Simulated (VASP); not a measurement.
A run of VASP 6.6.1:

File INCAR:

```
ALGO = Normal ; EDIFF = 1E-6
ENCUT = 600 ; GGA = PE
GGA_COMPAT = False ; ISIF = 2
ISMEAR = 0 ; LASPH = True
LCHARG = True ; LELF = True
LREAL = False ; LVHAR = True
LWAVE = False ; NBANDS = 21
NELM = 120 ; PREC = Accurate
SIGMA = 0.1
```

KPOINTS

```
k-points
0
Gamma
  6 6 6
```

File POSCAR:

```
Mg2BeS3
1.0
    3.3109967709      1.9116048770      3.0351671611
   -3.3109967709      1.9116048770      3.0351671611
    0.0000000000     -3.8232097539      3.0351671611
Mg Be S
2 1 3
Direct
    0.6754678423      0.6754678423      0.6754678423
    0.3245321577      0.3245321577      0.3245321577
    0.0000000000      0.0000000000      0.0000000000
    0.0000000000      0.5000000000      0.0000000000
    0.5000000000      0.0000000000      0.0000000000
    0.0000000000      0.0000000000      0.5000000000
```

Potentials or basis: VASP PAW PBE potentials, release 64 (Mg, Be, S).

Command:

```bash
$ cat potpaw_PBE.64/Mg/POTCAR potpaw_PBE.64/Be/POTCAR potpaw_PBE.64/S/POTCAR > POTCAR
$ mpirun -np 1 vasp_std > vasp.out
```

Hardware: 1 thread of Intel(R) Xeon(R) 6975P-C (Granite Rapids), with other jobs on the host.

Question: Estimate the wall time of this run.

Answer: Wall time 35 s on 1 thread of Intel(R) Xeon(R) 6975P-C (Granite Rapids) (shared host), peak memory 0.29 GiB. Counts: scf iterations 14, k points 32.
